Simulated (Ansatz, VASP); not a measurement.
# Two plane-wave programs on TiRh

The input INCAR:

```
SYSTEM = TiRh
PREC = Accurate
ENCUT = 520
EDIFF = 1E-7
ISMEAR = 0
SIGMA = 0.15
LREAL = .FALSE.
LASPH = .TRUE.
NELM = 100
ALGO = Fast
ISIF = 2
LWAVE = .FALSE.
LCHARG = .FALSE.
GGA = CA
NBANDS = 20
```

The input KPOINTS:

```
regular mesh
0
G
  18 18 16
  0 0 0
```

POSCAR

```
TiRh
1.0
    2.9880000000      0.0000000000      0.0000000000
    0.0000000000      2.9880000000      0.0000000000
    0.0000000000      0.0000000000      3.3500000000
Ti Rh
1 1
Direct
    0.5000000000      0.5000000000      0.5000000000
    0.0000000000      0.0000000000      0.0000000000
```

Input for Ansatz:

```yaml
crystal:
  lattice:
    - [2.988, 0.0, 0.0]
    - [0.0, 2.988, 0.0]
    - [0.0, 0.0, 3.35]
  atoms:
    - { symbol: Ti, position: [0.5, 0.5, 0.5] }
    - { symbol: Rh, position: [0.0, 0.0, 0.0] }
basis:
  ecutwfc: 420
kpoints:
  mp_grid: { grid: [18, 18, 16] }
hamiltonian:
  xc: lda
scf:
  occupations: { method: gaussian, width: 0.15 }
output:
  forces: true
  stress: true
  eigenvalues: true
```

Alike in both runs: task single point; functional LDA; k mesh 18 × 18 × 16; occupations gaussian, width 0.15 eV; no spin polarisation.

|  | VASP | Ansatz |
| --- | --- | --- |
| version | VASP 6.6.1 | Ansatz 0.2.0 |
| potentials or method | VASP PAW LDA potentials, release 64 (Ti_sv, Rh_pv), cutoff 520 eV | scalar-relativistic, plane waves, PAW |
| valence electrons in the cell | 27 | 29 |

```tsv
	VASP	Ansatz	Ansatz less VASP
gap on the k mesh at the Fermi level (eV)	none	none	-
pressure (GPa)	-11.5	-11.9	-0.42
traceless stress, the component that is largest in VASP (GPa)	1.48	1.49	+0.009
```

LDA's correlation is that of Perdew and Zunger in VASP and of Perdew and Wang (1992) in Ansatz. A gap of «none» marks a metal or a gap that the smearing closes. VASP's potentials hold 27 valence electrons a cell and Ansatz's 29, so a difference there can come from the potentials and not from the codes.
